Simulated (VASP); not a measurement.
Input of a VASP 6.6.1 run:

Contents of INCAR:

```
ALGO = Normal ; EDIFF = 1E-6
ENCUT = 520 ; GGA = PE
ISIF = 2 ; ISMEAR = 0
LASPH = T ; LCHARG = F
LREAL = F ; LWAVE = F
NBANDS = 41 ; NELM = 80
PREC = Accurate ; SIGMA = 0.2
```

Contents of KPOINTS:

```
k-points
0
Gamma
  6 6 4
```

POSCAR

```
Li2TiO2
1.0
   -0.0000598472      3.8808423672     -0.0000663571
   -1.4610412591     -1.9403352619      4.6702864985
    5.8413637711     -0.0010878019     -0.0004901045
Li Ti O
4 2 4
Direct
    0.3049547915      0.6099198036      0.1524786588
    0.3049580162      0.6099178483      0.6524811741
    0.6950456556      0.3900834625      0.3475247203
    0.6950394128      0.3900795376      0.8475193645
    0.9999995686     -0.0000002382      0.4999948212
    0.0000007137     -0.0000005388     -0.0000048584
    0.8551872384      0.7103531095      0.1775564764
    0.8551818990      0.7103536329      0.6775562210
    0.1448100318      0.2896439004      0.3224468162
    0.1448226723      0.2896494822      0.8224466061
```

Potentials or basis: VASP PAW PBE potentials, release 64 (Li_sv, Ti_sv, O).

Launch:

```sh
$ cat potpaw_PBE.64/Li_sv/POTCAR potpaw_PBE.64/Ti_sv/POTCAR potpaw_PBE.64/O/POTCAR > POTCAR
$ mpirun -np 1 vasp_std > vasp.out
```

Question: Estimate the band gap on the k mesh.

Answer: Zero (bands 30 and 31 overlap by 0.57 eV).

Question: What does it give for the largest force?

Answer: 0.050 eV/Å.

Forces on the atoms (eV/Å):
```
Li   0.000  0.001 -0.007
Li   0.000  0.000 -0.007
Li   0.000 -0.001  0.007
Li   0.000  0.000  0.007
Ti   0.000  0.000  0.000
Ti   0.000  0.000  0.000
O    0.000  0.000 -0.050
O    0.000  0.000 -0.050
O    0.000  0.000  0.050
O    0.000  0.000  0.050
```
